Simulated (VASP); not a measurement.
# NiCl3 (Pm-3m) in VASP: further runs

The runs below take NiCl3 through single point, with PBEsol.

Everything below comes from runs of VASP 6.6.1. Logs are shortened: lines on timing, memory, paths and dates and some standing lists are left out, and cuts for length are marked.

## 1. The cell of the first run

It takes space group Pm-3m (No. 221, cubic). Conventional cell: a = 4.519 Å, b = 4.519 Å, c = 4.519 Å, α = 90.00°, β = 90.00°, γ = 90.00°. Within 3.0 Å of Ni (site symmetry m-3m) lie 6 Cl at 2.26 Å. Within 3.0 Å of Cl (site symmetry 4/mmm) lie 2 Ni at 2.26 Å.

## 2. Single point, PBEsol, collinear spin, ferromagnetic start

The input, INCAR:

```
SYSTEM = NiCl3
PREC = Accurate
ENCUT = 520
EDIFF = 1E-6
ISMEAR = 0
SIGMA = 0.05
LREAL = .False.
LASPH = .True.
NELM = 150
ALGO = Normal
ISIF = 2
LWAVE = .False.
LCHARG = .True.
ISPIN = 2
MAGMOM = 0.08 0 0 0
LORBIT = 11
LMAXMIX = 4
GGA = PS
LELF = .True.
LVHAR = .True.
NBANDS = 28
```

The input, KPOINTS:

```
regular mesh
0
Gamma
  6 6 6
  0 0 0
```

The input, POSCAR:

```
NiCl3
1.0
    4.5194957584      0.0000000000      0.0000000000
    0.0000000000      4.5194957584      0.0000000000
    0.0000000000      0.0000000000      4.5194957584
Ni Cl
1 3
Direct
    0.0000000000      0.0000000000      0.0000000000
    0.5000000000      0.0000000000      0.0000000000
    0.0000000000      0.0000000000      0.5000000000
    0.0000000000      0.5000000000      0.0000000000
```

Potentials or basis: VASP PAW PBE potentials, release 64 (Ni, Cl).

Command:

```
$ cat potpaw_PBE.64/Ni/POTCAR potpaw_PBE.64/Cl/POTCAR > POTCAR
$ mpirun -np 1 vasp_std > vasp.out
```

OUTCAR:

```text
SYSTEM = NiCl3
   PREC = Accurate
   ENCUT = 520
   EDIFF = 1E-6
   ISMEAR = 0
   LREAL = .False.
   LASPH = .True.
   NELM = 150
   ISIF = 2
   ISPIN = 2
   LORBIT = 11
   GGA = PS

 ion  position               nearest neighbor table
   1  0.000  0.000  0.000-   2 2.26   3 2.26   4 2.26   3 2.26   4 2.26   2 2.26
   2  0.500  0.000  0.000-   1 2.26   1 2.26
   3  0.000  0.000  0.500-   1 2.26   1 2.26
   4  0.000  0.500  0.000-   1 2.26   1 2.26

  LATTYP: Found a simple cubic cell.
 ALAT       =     4.5194957584

  Lattice vectors:

 A1 = (   4.5194957584,   0.0000000000,   0.0000000000)
 A2 = (   0.0000000000,   4.5194957584,   0.0000000000)
 A3 = (   0.0000000000,   0.0000000000,   4.5194957584)

Analysis of symmetry for initial positions (statically):
=====================================================================
 Subroutine PRICEL returns:
 Original cell was already a primitive cell.

 Routine SETGRP: Setting up the symmetry group for a
 simple cubic supercell.

 Subroutine GETGRP returns: Found 48 space group operations
 (whereof 48 operations were pure point group operations)
 out of a pool of 48 trial point group operations.

The static configuration has the point symmetry O_h .

Analysis of symmetry for dynamics (positions and initial velocities):
=====================================================================
 Subroutine PRICEL returns:
 Original cell was already a primitive cell.

 Routine SETGRP: Setting up the symmetry group for a
 simple cubic supercell.

 Subroutine GETGRP returns: Found 48 space group operations
 (whereof 48 operations were pure point group operations)
 out of a pool of 48 trial point group operations.

The dynamic configuration has the point symmetry O_h .

Analysis of structural, dynamic, and magnetic symmetry:
=====================================================================
 Subroutine PRICEL returns:
 Original cell was already a primitive cell.

 Routine SETGRP: Setting up the symmetry group for a
 simple cubic supercell.

 Subroutine GETGRP returns: Found 48 space group operations
 (whereof 48 operations were pure point group operations)
 out of a pool of 48 trial point group operations.

The overall configuration has the point symmetry O_h .

 Subroutine INISYM returns: Found 48 space group operations
 (whereof 48 operations are pure point group operations),
 and found     1 'primitive' translations

----------------------------------------------------------------------------------------

                                     Primitive cell

  volume of cell :      92.3145

  direct lattice vectors                    reciprocal lattice vectors
     4.519495758  0.000000000  0.000000000     0.221263622  0.000000000  0.000000000
     0.000000000  4.519495758  0.000000000     0.000000000  0.221263622  0.000000000
     0.000000000  0.000000000  4.519495758     0.000000000  0.000000000  0.221263622

  length of vectors
     4.519495758  4.519495758  4.519495758     0.221263622  0.221263622  0.221263622

  position of ions in fractional coordinates (direct lattice)
     0.000000000  0.000000000  0.000000000
     0.500000000  0.000000000  0.000000000
     0.000000000  0.000000000  0.500000000
     0.000000000  0.500000000  0.000000000

  ion indices of the primitive-cell ions
   primitive index   ion index
                 1           1
                 2           2
                 3           3
                 4           4

----------------------------------------------------------------------------------------

 KPOINTS: regular mesh

Automatic generation of k-mesh.
 Grid dimensions read from file:
 generate k-points for:    6    6    6

 Generating k-lattice:

  Cartesian coordinates                     Fractional coordinates (reciprocal lattice)
     0.036877270  0.000000000  0.000000000     0.166666667  0.000000000  0.000000000
     0.000000000  0.036877270  0.000000000     0.000000000  0.166666667  0.000000000
     0.000000000  0.000000000  0.036877270     0.000000000  0.000000000  0.166666667

  Length of vectors
     0.036877270  0.036877270  0.036877270

  Shift w.r.t. Gamma in fractional coordinates (k-lattice)
     0.000000000  0.000000000  0.000000000

 Subroutine IBZKPT returns following result:
 ===========================================

 Found     20 irreducible k-points:

 Following reciprocal coordinates:
            Coordinates               Weight
  0.000000  0.000000  0.000000      1.000000
  0.166667  0.000000  0.000000      6.000000
  0.333333  0.000000  0.000000      6.000000
  0.500000  0.000000  0.000000      3.000000
  0.166667  0.166667  0.000000     12.000000
  0.333333  0.166667  0.000000     24.000000
[... 12 lines left out ...]
  0.500000  0.500000  0.333333      6.000000
  0.500000  0.500000  0.500000      1.000000
   k-points           NKPTS =     20   k-points in BZ     NKDIM =     20   number of bands    NBANDS=     28
   number of dos      NEDOS =    301   number of ions     NIONS =      4
   total plane-waves  NPLWV =  46656
   dimension x,y,z NGX =    36 NGY =   36 NGZ =   36
   dimension x,y,z NGXF=    72 NGYF=   72 NGZF=   72
   ions per type =               1   3
   NGX,Y,Z   is equivalent  to a cutoff of  13.24, 13.24, 13.24 a.u.
   NGXF,Y,Z  is equivalent  to a cutoff of  26.48, 26.48, 26.48 a.u.
 SYSTEM =  NiCl3
   PREC   = accura    normal or accurate (medium, high low for compatibility)
   ISTART =      0    job   : 0-new  1-cont  2-samecut
   ICHARG =      2    charge: 1-file 2-atom 10-const
   ISPIN  =      2    spin polarized calculation?
   LNONCOLLINEAR =      F non collinear calculations
   LSORBIT =      F    spin-orbit coupling
   LASPH  =      T    aspherical Exc in radial PAW
   ENCUT  =  520.0 eV  38.22 Ry    6.18 a.u.   8.40  8.40  8.40*2*pi/ulx,y,z
   NELM   =    150;   NELMIN=  2; NELMDL= -5     # of ELM steps
   EDIFF  = 0.1E-05   stopping-criterion for ELM
   LREAL  =      F    real-space projection
   EDIFFG = 0.1E-04   stopping-criterion for IOM
   NSW    =      0    number of steps for IOM
   IBRION =     -1    ionic relax: 0-MD 1-quasi-New 2-CG
   NFREE  =      0    steps in history (QN), initial steepest desc. (CG)
   ISIF   =      2    stress and relaxation
   ISYM   =      2    0-nonsym 1-usesym 2-fastsym
   POTIM  = 0.5000    time-step for ionic-motion
   TEBEG  =    0.0;   TEEND  =   0.0 temperature during run
   PSTRESS=    0.0 pullay stress
   NELECT =      31.0000    total number of electrons
   NUPDOWN=      -1.0000    fix difference up-down
   EMIN   =  10.00;   EMAX   =-10.00  energy-range for DOS
   EFERMI =   0.00;   METHOD = LEGACY
   ISMEAR =     0;   SIGMA  =   0.05  broadening in eV -4-tet -1-fermi 0-gaus
   EFERMI_NEDOS =   21; number of points for ismear=-14 and -15
   IALGO  =     38    algorithm
   IMIX   =      4    mixing-type and parameters
     AMIX     =   0.40;   BMIX     =  1.00
     AMIX_MAG =   1.60;   BMIX_MAG =  1.00
  volume/ion in A,a.u.               =      23.08       155.74
  Fermi-wavevector in a.u.,A,eV,Ry     =   1.137903  2.150326 17.617153  1.294824
  Thomas-Fermi vector in A             =   2.274608
   LORBIT       =     11    0 simple, 1 ext, 2 COOP (PROOUT), +10 PAW based schemes
   GGA     = PS    functional components
   LHFCALC =     F    Hartree Fock is set to
   AEXX    =    0.0000 exact exchange contribution
   IVDW    =     0    specifies the selected vdW correction
   LEPSILON=     F    determine dielectric tensor
   LRPA    =     F    only Hartree local field effects (RPA)
 spin polarized calculation
 Gauss-broadening in eV      SIGMA  =   0.05
  energy-cutoff  :      520.00
  volume of cell :       92.31
 maximum number of plane-waves:      2517
 NGX is ok and might be reduce to    36
   NGX = 17   NGY = 17   NGZ = 17

 number of electron      30.9999997 magnetization       0.0184366

 Free energy of the ion-electron system (eV)
  ---------------------------------------------------
  ext. energy  EPLUGINS =         0.00000000
  ---------------------------------------------------
  free energy    TOTEN  =       -13.03100817 eV

  energy without entropy =      -13.02597908  energy(sigma->0) =      -13.02849363

 E-fermi :   0.7403     XC(G=0):  -8.6637

 val. band max:        0.7347501364   @ k =   0.5000   0.5000   0.1667
 cond. band min:       0.7508794967   @ k =   0.5000   0.5000   0.1667
 fundamental gap:      0.0161293604
 Fermi energy:         0.7403278431

 spin component 1

 k-point     1 :       0.0000    0.0000    0.0000
  band No.  band energies     occupation
      1     -14.4957      1.00000
      2     -12.9032      1.00000
      3     -12.9032      1.00000
      4      -3.6403      1.00000
      5      -3.6403      1.00000
      6      -3.6403      1.00000
[... 19 lines left out ...]
     26      15.9696      0.00000
     27      15.9697      0.00000
[... 546 lines left out ...]
      4      -6.1343      1.00000
      5      -3.6103      1.00000
      6      -3.6103      1.00000
[... 19 lines left out ...]
     26      13.8399      0.00000
     27      13.8399      0.00000
 Fermi energy:         0.7403278431

 spin component 2

 k-point     1 :       0.0000    0.0000    0.0000
  band No.  band energies     occupation
      1     -14.4940      1.00000
      2     -12.9012      1.00000
      3     -12.9012      1.00000
      4      -3.6386      1.00000
      5      -3.6386      1.00000
      6      -3.6386      1.00000
[... 19 lines left out ...]
     26      15.9701      0.00000
     27      15.9724      0.00000
[... 546 lines left out ...]
      4      -6.1320      1.00000
      5      -3.5993      1.00000
      6      -3.5992      1.00000
[... 19 lines left out ...]
     26      13.8416      0.00000
     27      13.8416      0.00000
 [bands above 27 left out]

------------------------ aborting loop because EDIFF is reached ----------------------------------------

  FORCE on cell =-STRESS in cart. coord.  units (eV):
  Direction    XX          YY          ZZ          XY          YZ          ZX
  --------------------------------------------------------------------------------------
  -------------------------------------------------------------------------------------
  Total        0.1123652      0.1123652      0.1123652     -0.0000000     -0.0000000      0.0000000
  in kB        1.9501706      1.9501706      1.9501706     -0.0000000     -0.0000000      0.0000000
  external PRESSURE =       1.9501706 kB  Pullay stress =       0.0000000 kB

 VOLUME and BASIS-vectors are now :
 -----------------------------------------------------------------------------
  energy-cutoff  :      520.00
  volume of cell :       92.31
      direct lattice vectors                 reciprocal lattice vectors
     4.519495758  0.000000000  0.000000000     0.221263622  0.000000000  0.000000000
     0.000000000  4.519495758  0.000000000     0.000000000  0.221263622  0.000000000
     0.000000000  0.000000000  4.519495758     0.000000000  0.000000000  0.221263622

 POSITION                                       TOTAL-FORCE (eV/Angst)
 -----------------------------------------------------------------------------------
      0.00000      0.00000      0.00000         0.000000      0.000000      0.000000
      2.25975      0.00000      0.00000         0.000000      0.000000      0.000000
      0.00000      0.00000      2.25975         0.000000      0.000000      0.000000
      0.00000      2.25975      0.00000         0.000000      0.000000      0.000000
 -----------------------------------------------------------------------------------
    total drift:                                0.000000     -0.000000     -0.000000

  FREE ENERGIE OF THE ION-ELECTRON SYSTEM (eV)
  ---------------------------------------------------
  free  energy   TOTEN  =       -13.0310081702 eV

  energy  without entropy=      -13.0259790825  energy(sigma->0) =      -13.02849363

 total charge

# of ion       s       p       d       tot
------------------------------------------
    1        0.383   0.463   8.316   9.163
    2        1.599   3.428   0.000   5.027
    3        1.599   3.428   0.000   5.027
    4        1.599   3.428   0.000   5.027
--------------------------------------------------
tot          5.182  10.747   8.316  24.245

 magnetization (x)

# of ion       s       p       d       tot
------------------------------------------
    1        0.000   0.001   0.014   0.015
    2        0.000   0.001   0.000   0.001
    3        0.000   0.001   0.000   0.001
    4        0.000   0.001   0.000   0.001
--------------------------------------------------
tot          0.001   0.004   0.014   0.018
```

It took 58 s on 1 thread of Intel Xeon 6975P-C (Granite Rapids), shared host; peak memory 0.27 GiB.

Results:

```
Free energy                                           : -13.0310 eV
Pressure                                              : 0.2 GPa
Net moment                                            : 0.02 μB per cell
Valence electrons inside the program's atomic spheres : Ni 9.16; Cl 5.03
```

Caveat: the PAW data sets were made with another functional, which shifts forces and pressure a little; semilocal functionals often make such compounds metallic where correlation or magnetic order opens a gap, which also shifts bond lengths.

## 3. Single point, PBEsol, collinear spin, ferromagnetic start (volume scaled by 1.020)

The input, INCAR:

```
SYSTEM = NiCl3
ALGO = Normal
EDIFF = 1E-6
ENCUT = 520
GGA = PS
ISIF = 2
ISMEAR = 0
ISPIN = 2
LASPH = .True.
LCHARG = .False.
LMAXMIX = 4
LORBIT = 11
LREAL = .False.
LWAVE = .False.
MAGMOM = 0.08 0 0 0
NBANDS = 28
NELM = 150
PREC = Accurate
SIGMA = 0.05
```

The input, KPOINTS:

```
k-points
0
Gamma
  6 6 6
  0 0 0
```

The input, POSCAR:

```
NiCl3
1.0
    4.5494270662      0.0000000000      0.0000000000
    0.0000000000      4.5494270662      0.0000000000
    0.0000000000      0.0000000000      4.5494270662
Ni Cl
1 3
Direct
    0.0000000000      0.0000000000      0.0000000000
    0.5000000000      0.0000000000      0.0000000000
    0.0000000000      0.0000000000      0.5000000000
    0.0000000000      0.5000000000      0.0000000000
```

Potentials or basis: VASP PAW PBE potentials, release 64 (Ni, Cl).

Command:

```
$ cat potpaw_PBE.64/Ni/POTCAR potpaw_PBE.64/Cl/POTCAR > POTCAR
$ mpirun -np 1 vasp_std > vasp.out
```

Run time: 66 s. Hardware: 1 thread of Intel Xeon 6975P-C (Granite Rapids), shared host; peak memory 0.27 GiB.

It converged, with:

| Property | Result |
| --- | --- |
| Free energy | -13.0249 eV |
| Pressure | -0.5 GPa |
| Net moment | 0.03 μB per cell |
| Site moments | Ni +0.02; Cl +0.00 μB |
| Valence electrons inside the program's atomic spheres | Ni 9.12; Cl 5.02 |

Levels at points of the mesh, in eV from the Fermi level:
Spin up:
```
           k point  band 13  band 14  band 15  band 16  band 17  band 18
(0.00, 0.00, 0.00)    -0.99    -0.99    -0.65    -0.65    -0.65     4.09
(0.50, 0.00, 0.00)    -0.77    -0.77    -0.20    -0.20    -0.05     7.51
(0.50, 0.50, 0.00)    -0.42    -0.18    -0.18     0.10     2.11     9.05
(0.50, 0.50, 0.50)     0.11     0.11     0.11     2.13     2.13     7.12
```
Spin down:
| k point | band 13 | band 14 | band 15 | band 16 | band 17 | band 18 |
| --- | --- | --- | --- | --- | --- | --- |
| (0.00, 0.00, 0.00) | -0.99 | -0.99 | -0.64 | -0.64 | -0.64 | 4.10 |
| (0.50, 0.00, 0.00) | -0.77 | -0.77 | -0.19 | -0.19 | -0.02 | 7.51 |
| (0.50, 0.50, 0.00) | -0.41 | -0.17 | -0.17 | 0.10 | 2.14 | 9.05 |
| (0.50, 0.50, 0.50) | 0.11 | 0.11 | 0.11 | 2.15 | 2.15 | 7.12 |

Caveat: the PAW data sets were made with another functional, which shifts forces and pressure a little; semilocal functionals often make such compounds metallic where correlation or magnetic order opens a gap, which also shifts bond lengths.
